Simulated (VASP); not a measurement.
**Si7Ge: single point with PBEsol**

Si7Ge:

```
Si Ge
1.0
     5.45918    0.00000    0.00000
     0.00000    5.45918    0.00000
     0.00000    0.00000    5.45918
Si Ge
7 1
Direct
  0.25260 0.25260 0.30068
  0.00000 0.50000 0.54808
  0.50000 0.50000 0.04808
  0.50000 0.00000 0.54808
  0.74740 0.25260 0.79549
  0.74740 0.74740 0.30068
  0.25260 0.74740 0.79549
  0.00000 0.00000 0.00000
```

This cell differs from its parent crystal: all Si atoms moved +0.263 Å, as atom 1 along Cartesian [0 0 1].

```json
{
  "Program": "VASP 6.6.1",
  "Task": "single point",
  "Functional": "PBEsol",
  "Potentials or basis": "VASP PAW PBE potentials, release 64 (Si, Ge_d)",
  "Cutoff": "520 eV",
  "k mesh": "6 × 6 × 6",
  "Occupations": "gaussian, width 0.03 eV",
  "Spin": "no spin polarisation",
  "Dipole correction": "no",
  "Further INCAR settings": "ALGO = Normal; EDIFF = 1e-07; NBANDS = 31"
}
```

- Pressure: 0.7 GPa
- Largest force: 3.131 eV/Å
- Band gap on the k mesh: 0.10 eV (least direct gap 0.14 eV)

Forces in eV/Å, atoms in the order of the input:
```
Si  -0.454 -0.454 -0.692
Si   0.000  0.000 -0.218
Si   0.000  0.000  0.399
Si   0.000  0.000 -0.218
Si  -0.815  0.815 -0.855
Si   0.454  0.454 -0.692
Si   0.815 -0.815 -0.855
Ge   0.000  0.000  3.131
```

Stress tensor (GPa, compression positive):
```
 1.07 -2.67  0.00
-2.67  1.07  0.00
 0.00  0.00 -0.15
```

Levels at points of the mesh, in eV from the valence-band top:
| k point | band 19 | band 20 | band 21 | band 22 | band 23 | band 24 |
| --- | --- | --- | --- | --- | --- | --- |
| (0.00, 0.00, 0.00) | -0.46 | -0.24 | -0.03 | 0.10 | 0.40 | 0.41 |
| (0.50, 0.00, 0.00) | -2.16 | -1.94 | -1.91 | 0.74 | 0.91 | 2.74 |
| (0.00, 0.00, 0.50) | -2.30 | -2.02 | -1.67 | 0.70 | 0.91 | 2.74 |
| (0.50, 0.50, 0.00) | -1.68 | -1.53 | -1.08 | 1.88 | 2.03 | 2.08 |
| (0.00, 0.50, 0.50) | -1.66 | -1.40 | -1.25 | 2.03 | 2.05 | 2.10 |
| (0.50, 0.50, 0.50) | -1.43 | -1.14 | -0.77 | 0.80 | 1.19 | 1.20 |

Wall time 2.4 min on 1 thread of AMD EPYC 9R14 (Zen 4), with other jobs on the host, peak memory 0.34 GiB.

Caveat: the cell differs from its parent crystal (all Si atoms moved +0.263 Å, as atom 1 along Cartesian [0 0 1]); the PAW data sets were made with another functional, which shifts forces and pressure a little. A k mesh can miss the band edges.
